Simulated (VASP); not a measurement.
# As (R-3m) in VASP: further runs

Aim: see how the results for As move with the level of theory and the settings. Levels: PBEsol, PBE, LDA. Tasks: vibrations by perturbation theory, elastic constants.

Everything below comes from runs of VASP 6.6.1. Logs are shortened: lines on timing, memory, paths and dates and some standing lists are left out, and cuts for length are marked.

### 1 The cell of the first run

It takes space group R-3m (No. 166, trigonal). Conventional cell: a = 3.762 Å, b = 3.762 Å, c = 10.542 Å, α = 90.00°, β = 90.00°, γ = 120.00°. As (site symmetry 3m) has 6 As at 2.51 to 3.14 Å within 3.3 Å.

### 2 Vibrations by perturbation theory, PBEsol

INCAR reads:

```
SYSTEM = As
  PREC = Accurate
  ENCUT = 520
  EDIFF = 1E-8
  ISMEAR = -1
  SIGMA = 0.05
  LREAL = .FALSE.
  LASPH = .TRUE.
  NELM = 100
  ALGO = Normal
  ISIF = 2
  LWAVE = .FALSE.
  LCHARG = .TRUE.
  GGA = PS
  NBANDS = 12
  IBRION = 8
  NSW = 1
```

KPOINTS reads:

```
regular mesh
0
G
  8 8 8
  0 0 0
```

POSCAR reads:

```
As
1.0
    1.8807968987      1.0858785957      3.5140619945
   -1.8807968987      1.0858785957      3.5140619945
    0.0000000000     -2.1717571915      3.5140619945
As
2
Direct
    0.2260000000      0.2260000000      0.2260000000
    0.7740000000      0.7740000000      0.7740000000
```

Potentials or basis: VASP PAW PBE potentials, release 64 (As).

Command:

```
$ cat potpaw_PBE.64/As/POTCAR > POTCAR
$ mpirun -np 1 vasp_std > vasp.out
```

OUTCAR:

```text
SYSTEM = As
   PREC = Accurate
   ENCUT = 520
   EDIFF = 1E-8
   ISMEAR = -1
   LREAL = .FALSE.
   LASPH = .TRUE.
   NELM = 100
   ISIF = 2
   GGA = PS
   IBRION = 8
   NSW = 1

 ion  position               nearest neighbor table
   1  0.226  0.226  0.226-   2 2.51   2 2.51   2 2.51
   2  0.774  0.774  0.774-   1 2.51   1 2.51   1 2.51

  LATTYP: Found a trigonal (rhomboedric) cell.
 ALAT       =     4.1310000000
 COS(alpha) =     0.5854247172

  Lattice vectors:

 A1 = (   1.8807968987,   1.0858785957,   3.5140619945)
 A2 = (  -1.8807968987,   1.0858785957,   3.5140619945)
 A3 = (   0.0000000000,  -2.1717571915,   3.5140619945)

Analysis of symmetry for initial positions (statically):
=====================================================================
 Subroutine PRICEL returns:
 Original cell was already a primitive cell.

 Routine SETGRP: Setting up the symmetry group for a
 trigonal (rhombohedral) supercell.

 Subroutine GETGRP returns: Found 12 space group operations
 (whereof 12 operations were pure point group operations)
 out of a pool of 12 trial point group operations.

The static configuration has the point symmetry D_3d.

Analysis of symmetry for dynamics (positions and initial velocities):
=====================================================================
 Subroutine PRICEL returns:
 Original cell was already a primitive cell.

 Routine SETGRP: Setting up the symmetry group for a
 trigonal (rhombohedral) supercell.

 Subroutine GETGRP returns: Found 12 space group operations
 (whereof 12 operations were pure point group operations)
 out of a pool of 12 trial point group operations.

The dynamic configuration has the point symmetry D_3d.

 Subroutine INISYM returns: Found 12 space group operations
 (whereof 12 operations are pure point group operations),
 and found     1 'primitive' translations

----------------------------------------------------------------------------------------

                                     Primitive cell

  volume of cell :      43.0610

  direct lattice vectors                    reciprocal lattice vectors
     1.880796899  1.085878596  3.514061995     0.265844760  0.153485544  0.094856987
    -1.880796899  1.085878596  3.514061995    -0.265844760  0.153485544  0.094856987
     0.000000000 -2.171757191  3.514061995     0.000000000 -0.306971087  0.094856987

  length of vectors
     4.131000000  4.131000000  4.131000000     0.321292852  0.321292852  0.321292852

  position of ions in fractional coordinates (direct lattice)
     0.226000000  0.226000000  0.226000000
     0.774000000  0.774000000  0.774000000

  ion indices of the primitive-cell ions
   primitive index   ion index
                 1           1
                 2           2

----------------------------------------------------------------------------------------

 KPOINTS: regular mesh

Automatic generation of k-mesh.
 Grid dimensions read from file:
 generate k-points for:    8    8    8

 Generating k-lattice:

  Cartesian coordinates                     Fractional coordinates (reciprocal lattice)
     0.033230595  0.019185693  0.011857123     0.125000000  0.000000000 -0.000000000
    -0.033230595  0.019185693  0.011857123     0.000000000  0.125000000 -0.000000000
     0.000000000 -0.038371386  0.011857123    -0.000000000 -0.000000000  0.125000000

  Length of vectors
     0.040161606  0.040161606  0.040161606

  Shift w.r.t. Gamma in fractional coordinates (k-lattice)
     0.000000000  0.000000000  0.000000000

 Subroutine IBZKPT returns following result:
 ===========================================

 Found     65 irreducible k-points:

 Following reciprocal coordinates:
            Coordinates               Weight
  0.000000  0.000000  0.000000      1.000000
  0.125000  0.000000 -0.000000      6.000000
  0.250000  0.000000 -0.000000      6.000000
  0.375000  0.000000  0.000000      6.000000
  0.500000  0.000000 -0.000000      3.000000
  0.125000  0.125000 -0.000000      6.000000
[... 16 lines left out ...]
  0.250000  0.125000  0.125000      6.000000
  0.375000  0.125000  0.125000      6.000000
 [... further k-points ...]
   k-points           NKPTS =     65   k-points in BZ     NKDIM =     65   number of bands    NBANDS=     12
   number of dos      NEDOS =    301   number of ions     NIONS =      2
   total plane-waves  NPLWV =  32768
   dimension x,y,z NGX =    32 NGY =   32 NGZ =   32
[... 27 lines left out ...]
   EMIN   =  10.00;   EMAX   =-10.00  energy-range for DOS
   EFERMI =   0.00;   METHOD = LEGACY
   ISMEAR =    -1;   SIGMA  =   0.05  broadening in eV -4-tet -1-fermi 0-gaus
   EFERMI_NEDOS =   21; number of points for ismear=-14 and -15
   IALGO  =     38    algorithm
   IMIX   =      4    mixing-type and parameters
     AMIX     =   0.40;   BMIX     =  1.00
     AMIX_MAG =   1.60;   BMIX_MAG =  1.00
  volume/ion in A,a.u.               =      21.53       145.29
  Fermi-wavevector in a.u.,A,eV,Ry     =   1.006268  1.901570 13.776916  1.012575
  Thomas-Fermi vector in A             =   2.138999
   LORBIT       =      0    0 simple, 1 ext, 2 COOP (PROOUT), +10 PAW based schemes
   GGA     = PS    functional components
   LHFCALC =     F    Hartree Fock is set to
   AEXX    =    0.0000 exact exchange contribution
   IVDW    =     0    specifies the selected vdW correction
   LEPSILON=     F    determine dielectric tensor
   LRPA    =     F    only Hartree local field effects (RPA)
 non-spin polarized calculation
  energy-cutoff  :      520.00
  volume of cell :       43.06
 maximum number of plane-waves:      1170
   NGX = 15   NGY = 15   NGZ = 15

--------------------------------------- Ionic step        1  -------------------------------------------

 number of electron      10.0000000 magnetization

 Free energy of the ion-electron system (eV)
  ---------------------------------------------------
  ext. energy  EPLUGINS =         0.00000000
  ---------------------------------------------------
  free energy    TOTEN  =       -10.20910478 eV

  energy without entropy =      -10.20695126  energy(sigma->0) =      -10.20802802

 E-fermi :   5.4690     XC(G=0): -10.1059

 val. band max:        5.3768660785   @ k =   0.3750   0.1250   0.1250
 cond. band min:       5.4990908181   @ k =   0.3750   0.2500   0.2500
 fundamental gap:      0.1222247396
 Fermi energy:         5.4689869627

 k-point     1 :       0.0000    0.0000    0.0000
  band No.  band energies     occupation
      1      -9.7461      2.00000
      2      -0.4474      2.00000
      3       2.8505      2.00000
      4       3.3036      2.00000
      5       3.3036      2.00000
      6       6.8958      0.00000
      7       8.2263      0.00000
      8       8.2263      0.00000
      9      12.1645      0.00000
     10      12.1645      0.00000
     11      12.6752      0.00000
     12      14.0734      0.00000
[... 331 lines left out ...]
 k-point    24 :       0.3750    0.1250    0.1250
  band No.  band energies     occupation
      1      -8.6256      2.00000
      2      -3.3301      2.00000
      3       1.1009      2.00000
      4       3.0257      2.00000
      5       5.3769      1.72647
      6       5.5320      0.44203
      7       6.9010      0.00000
      8       8.8056      0.00000
      9      11.4902      0.00000
     10      13.0056      0.00000
     11      13.6605      0.00000
     12      16.4080      0.00000

 [... further k-points ...]

------------------------ aborting loop because EDIFF is reached ----------------------------------------

  FORCE on cell =-STRESS in cart. coord.  units (eV):
  Direction    XX          YY          ZZ          XY          YZ          ZX
  --------------------------------------------------------------------------------------
  -------------------------------------------------------------------------------------
  Total        0.2685525      0.2685525      0.0078353      0.0000000     -0.0000000      0.0000000
  in kB        9.9920817      9.9920817      0.2915291      0.0000000     -0.0000000      0.0000000
  external PRESSURE =       6.7585642 kB  Pullay stress =       0.0000000 kB

 VOLUME and BASIS-vectors are now :
 -----------------------------------------------------------------------------
  energy-cutoff  :      520.00
  volume of cell :       43.06
      direct lattice vectors                 reciprocal lattice vectors
     1.880796899  1.085878596  3.514061995     0.265844760  0.153485544  0.094856987
    -1.880796899  1.085878596  3.514061995    -0.265844760  0.153485544  0.094856987
     0.000000000 -2.171757191  3.514061995     0.000000000 -0.306971087  0.094856987

 POSITION                                       TOTAL-FORCE (eV/Angst)
 -----------------------------------------------------------------------------------
      0.00000     -0.00000      2.38253         0.000000     -0.000000      0.426665
      0.00000     -0.00000      8.15965         0.000000      0.000000     -0.426665
 -----------------------------------------------------------------------------------
    total drift:                                0.000000     -0.000000      0.000000

  FREE ENERGIE OF THE ION-ELECTRON SYSTEM (eV)
  ---------------------------------------------------
  free  energy   TOTEN  =       -10.2091047802 eV

  energy  without entropy=      -10.2069512610  energy(sigma->0) =      -10.20802802

[... ionic steps 2 to 3 ...]

--------------------------------------- Ionic step        4  -------------------------------------------

------------------------ aborting loop because EDIFF is reached ----------------------------------------

[... ionic steps 5 to 5 ...]

--------------------------------------- Ionic step        6  -------------------------------------------

 Free energy of the ion-electron system (eV)
  ---------------------------------------------------
  ---------------------------------------------------
  free energy    TOTEN  =        -0.04086640 eV

  energy without entropy =       -0.04086727

------------------------ aborting loop because EDIFF is reached ----------------------------------------

 INTERNAL STRAIN TENSOR  FOR ION    1  DIRECTION 3   (eV/Angst):
 -----------------------------------------------------------------------------
    -6.22607 -0.00000  0.00000
    -0.00000 -6.22607  0.00000
     0.00000  0.00000 -8.48065

 INTERNAL STRAIN TENSOR FOR ION    2 for displacements in x,y,z  (eV/Angst):
          X           Y           Z          XY          YZ          ZX
  --------------------------------------------------------------------------------
  x     0.00000    -0.00000     0.00000    -3.15850    -0.00000     6.96531
  y    -3.15850     3.15850    -0.00000     0.00000     7.01377     0.00000
  z     6.22607     6.22607     8.48065     0.00000    -0.00000     0.00000

 SECOND DERIVATIVES (NOT SYMMETRIZED)
 ------------------------------------
               1X          1Y          1Z          2X          2Y          2Z
  1X    -5.428772   -0.000000    0.000000    5.428772    0.000000    0.000000
  1Y     0.000000   -5.428772    0.000000   -0.000000    5.428772   -0.000000
  1Z     0.000000    0.000000   -9.010296    0.000000   -0.000000    9.010296
  2X     5.428772    0.000000    0.000000   -5.428772   -0.000000    0.000000
  2Y    -0.000000    5.428772   -0.000000    0.000000   -5.428772    0.000000
  2Z     0.000000   -0.000000    9.010296    0.000000    0.000000   -9.010296

 Eigenvectors and eigenvalues of the dynamical matrix
 ----------------------------------------------------

   1 f  =    7.667090 THz    48.173749 2PiTHz  255.746603 cm-1    31.708523 meV
             X         Y         Z           dx          dy          dz
      0.000000 -0.000000  2.382534    -0.000000   -0.000000    0.707107
      0.000000 -0.000000  8.159652     0.000000    0.000000   -0.707107
[... 11 lines left out ...]
   4 f  =    0.000000 THz     0.000000 2PiTHz    0.000002 cm-1     0.000000 meV
             X         Y         Z           dx          dy          dz
      0.000000 -0.000000  2.382534     0.689334    0.141573   -0.069104
      0.000000 -0.000000  8.159652     0.689334    0.141573   -0.069104

   5 f/i=    0.000000 THz     0.000000 2PiTHz    0.000002 cm-1     0.000000 meV
             X         Y         Z           dx          dy          dz
      0.000000 -0.000000  2.382534     0.107694   -0.197099    0.670488
      0.000000 -0.000000  8.159652     0.107694   -0.197099    0.670488

   6 f/i=    0.000000 THz     0.000001 2PiTHz    0.000004 cm-1     0.000000 meV
             X         Y         Z           dx          dy          dz
      0.000000 -0.000000  2.382534    -0.114979    0.664160    0.213707
      0.000000 -0.000000  8.159652    -0.114979    0.664160    0.213707

--------------------------------------------------------------------------------------------------------

 ELASTIC MODULI CONTR FROM IONIC RELAXATION (kBar)
 Direction    XX          YY          ZZ          XY          YZ          ZX
 --------------------------------------------------------------------------------
 XX        -228.4455    -91.6989   -218.0373     -0.0000    151.8298      0.0000
 YY         -91.6989   -228.4455   -218.0373      0.0000   -151.8298     -0.0000
 ZZ        -218.0373   -218.0373   -296.9926      0.0000      0.0000     -0.0000
 XY          -0.0000      0.0000      0.0000    -68.3733      0.0000    150.7808
 YZ         151.8298   -151.8298      0.0000      0.0000   -337.1535     -0.0000
 ZX           0.0000     -0.0000     -0.0000    150.7808     -0.0000   -332.5105
 --------------------------------------------------------------------------------
```

Run time: 3.1 min. Hardware: 1 thread of Intel Xeon Platinum 8259CL at 2.50GHz (Skylake/Cascade Lake), shared host; peak memory 0.39 GiB.

Results:

| Property | Result |
| --- | --- |
| Highest phonon frequency at Γ | 256 cm⁻¹ |

Phonon frequencies in cm⁻¹ (negative: imaginary):
```tsv
q point	frequencies
(0.000, 0.000, 0.000)	0 0 0 199 199 256
```

Caveat: the PAW data sets were made with another functional, which shifts forces and pressure a little.

### 3 Elastic constants, PBEsol

INCAR reads:

```
PREC = Accurate
ENCUT = 600
EDIFF = 1E-8
ISMEAR = -1
SIGMA = 0.05
LREAL = False
LASPH = True
NELM = 100
ALGO = Normal
ISIF = 3
LWAVE = False
LCHARG = False
GGA = PS
IBRION = 6
NFREE = 2
POTIM = 0.015
NSW = 1
```

KPOINTS reads:

```
regular mesh
0
Gamma
  8 8 8
```

POSCAR is that of step 2.

Potentials or basis: VASP PAW PBE potentials, release 64 (As).

Command:

```
$ cat potpaw_PBE.64/As/POTCAR > POTCAR
$ mpirun -np 1 vasp_std > vasp.out
```

Wall time 13 min (1 thread of Intel Xeon Platinum 8259CL at 2.50GHz (Skylake/Cascade Lake), shared host); peak memory 0.38 GiB.

It converged, with:

```
Voigt bulk modulus            : 59 GPa
Highest phonon frequency at Γ : 255 cm⁻¹
```

Phonon frequencies in cm⁻¹ (negative: imaginary):
```
              q point        frequencies
(0.000, 0.000, 0.000)  0 0 0 198 198 255
```

Elastic tensor in Voigt notation (GPa, in the Cartesian axes of the cell as first typed):
```
130  47  35 -20   0   0
 47 130  35  20   0   0
 35  35  39   0   0   0
-20  20   0  38   0   0
  0   0   0   0  38 -20
  0   0   0   0 -20  42
```

Clamped-ion elastic tensor (GPa):
```
153  56  57 -36   0   0
 56 153  57  36   0   0
 57  57  68   0   0   0
-36  36   0  72   0   0
  0   0   0   0  72 -36
  0   0   0   0 -36  49
```

Caveat: the PAW data sets were made with another functional, which shifts forces and pressure a little.

### 4 Vibrations by perturbation theory, PBEsol

INCAR reads:

```
ALGO = Normal
EDIFF = 1E-8
ENCUT = 520
GGA = PS
IBRION = 8
ISIF = 2
ISMEAR = -1
LASPH = T
LCHARG = T
LREAL = F
LWAVE = F
NBANDS = 12
NELM = 60
NSW = 1
PREC = Accurate
SIGMA = 0.05
```

KPOINTS reads:

```
k-points
0
Gamma
  7 7 7
```

POSCAR is that of step 3.

Potentials or basis: VASP PAW PBE potentials, release 64 (As).

Command:

```
$ cat potpaw_PBE.64/As/POTCAR > POTCAR
$ mpirun -np 1 vasp_std > vasp.out
```

OUTCAR:

```text
EDIFF = 1E-8
   ENCUT = 520
   GGA = PS
   IBRION = 8
   ISIF = 2
   ISMEAR = -1
   LASPH = T
   LREAL = F
   NELM = 60
   NSW = 1
   PREC = Accurate

 ion  position               nearest neighbor table
   1  0.226  0.226  0.226-   2 2.51   2 2.51   2 2.51
   2  0.774  0.774  0.774-   1 2.51   1 2.51   1 2.51

  LATTYP: Found a trigonal (rhomboedric) cell.
 ALAT       =     4.1310000000
 COS(alpha) =     0.5854247172

  Lattice vectors:

[... 618 lines left out ...]
  2X     5.416654    0.000000   -0.000000   -5.416654   -0.000000    0.000000
  2Y     0.000000    5.416654   -0.000000    0.000000   -5.416654    0.000000
  2Z     0.000000   -0.000000    9.168203    0.000000    0.000000   -9.168203

 Eigenvectors and eigenvalues of the dynamical matrix
 ----------------------------------------------------

   1 f  =    7.733982 THz    48.594042 2PiTHz  257.977872 cm-1    31.985165 meV
             X         Y         Z           dx          dy          dz
      0.000000 -0.000000  2.382534    -0.000000   -0.000000    0.707107
      0.000000 -0.000000  8.159652     0.000000    0.000000   -0.707107
[... 16 lines left out ...]
   5 f  =    0.000000 THz     0.000000 2PiTHz    0.000002 cm-1     0.000000 meV
             X         Y         Z           dx          dy          dz
      0.000000 -0.000000  2.382534    -0.679077    0.157986   -0.117878
      0.000000 -0.000000  8.159652    -0.679077    0.157986   -0.117878

   6 f/i=    0.000000 THz     0.000001 2PiTHz    0.000005 cm-1     0.000001 meV
             X         Y         Z           dx          dy          dz
      0.000000 -0.000000  2.382534    -0.018184    0.370845    0.601783
      0.000000 -0.000000  8.159652    -0.018184    0.370845    0.601783

--------------------------------------------------------------------------------------------------------

 ELASTIC MODULI CONTR FROM IONIC RELAXATION (kBar)
 Direction    XX          YY          ZZ          XY          YZ          ZX
 --------------------------------------------------------------------------------
 XX        -204.0199    -66.4631   -213.3630     -0.0000    160.0762      0.0000
 YY         -66.4631   -204.0199   -213.3630      0.0000   -160.0762     -0.0000
 ZZ        -213.3630   -213.3630   -336.6110      0.0000      0.0000     -0.0000
 XY          -0.0000      0.0000      0.0000    -68.7784      0.0000    157.6714
 YZ         160.0762   -160.0762      0.0000      0.0000   -372.5641     -0.0000
 ZX           0.0000     -0.0000     -0.0000    157.6714     -0.0000   -361.4546
 --------------------------------------------------------------------------------
```

OSZICAR:

```text
N       E                     dE             d eps       ncg     rms          rms(c)
DAV:   1     0.287739404089E+02    0.28774E+02   -0.42295E+03  1056   0.695E+02
DAV:   2    -0.849882280889E+01   -0.37273E+02   -0.35559E+02  1424   0.113E+02
DAV:   3    -0.102469151827E+02   -0.17481E+01   -0.17405E+01  1336   0.244E+01
[... 36 lines left out ...]
RMM:   5    -0.408203427307E-01   -0.16531E-04   -0.11573E-06  1871   0.586E-03    0.199E-03
RMM:   6    -0.408204397058E-01   -0.96975E-07   -0.27578E-08  1928   0.608E-04    0.661E-04
RMM:   7    -0.408193701789E-01    0.10695E-05    0.49092E-09  1932   0.421E-04    0.843E-05
RMM:   8    -0.408192742160E-01    0.95963E-07    0.15695E-09  1965   0.612E-05    0.451E-05
RMM:   9    -0.408192460584E-01    0.28158E-07    0.30937E-10  1955   0.259E-05    0.299E-06
RMM:  10    -0.408192468640E-01   -0.80560E-09   -0.99639E-11  1811   0.803E-06    0.246E-06
 Linear response finished
```

Wall time 62 s (1 thread of Intel Xeon 6975P-C (Granite Rapids), shared host); peak memory 0.32 GiB.

Results:

```
Highest phonon frequency at Γ : 258 cm⁻¹
```

Phonon frequencies in cm⁻¹ (negative: imaginary):
```csv
q point,frequencies
"(0.000, 0.000, 0.000)",0 0 0 198 198 258
```

Caveat: the PAW data sets were made with another functional, which shifts forces and pressure a little.

(Part 1 of 3 ends here.)
